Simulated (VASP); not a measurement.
Input of a VASP 6.6.1 run:

INCAR

```
  PREC = Accurate
  ENCUT = 520
  EDIFF = 1E-6
  ISMEAR = 0
  SIGMA = 0.15
  LREAL = False
  LASPH = True
  NELM = 60
  ALGO = Normal
  ISIF = 2
  LWAVE = False
  LCHARG = True
  GGA = PE
  LELF = True
  LVHAR = True
  NBANDS = 16
```

Contents of KPOINTS:

```
Automatic mesh
0
Gamma
  18 18 14
```

File POSCAR:

```
TiB2
1.0
    3.0318048529      0.0000000000      0.0000000000
   -1.5159024265      2.5862357216      0.0000000000
    0.0000000000      0.0000000000      3.2242295241
Ti B
1 2
Direct
    0.0000000000      0.0000000000      0.0000000000
    0.3333333333      0.6666666667      0.5000000000
    0.6666666667      0.3333333333      0.5000000000
```

Potentials or basis: VASP PAW PBE potentials, release 64 (Ti_sv, B).

Launch:

```sh
$ cat potpaw_PBE.64/Ti_sv/POTCAR potpaw_PBE.64/B/POTCAR > POTCAR
$ mpirun -np 1 vasp_std > vasp.out
```

Task: Estimate the band gap on the k mesh.

Result: Zero (bands 9 and 10 overlap by 0.67 eV).

Task: Predict the pressure.

Result: 4.6 GPa.

Task: Estimate the largest force.

Result: 0.062 eV/Å.

Stress tensor (GPa, compression positive):
```
 1.24  0.00  0.00
 0.00 10.59  0.00
 0.00  0.00  1.87
```

Caveat: the cell differs from its parent crystal (strain -0.0150 x Voigt [0, 1, 0, 0, 0, 0]); the cell stands under pressure.
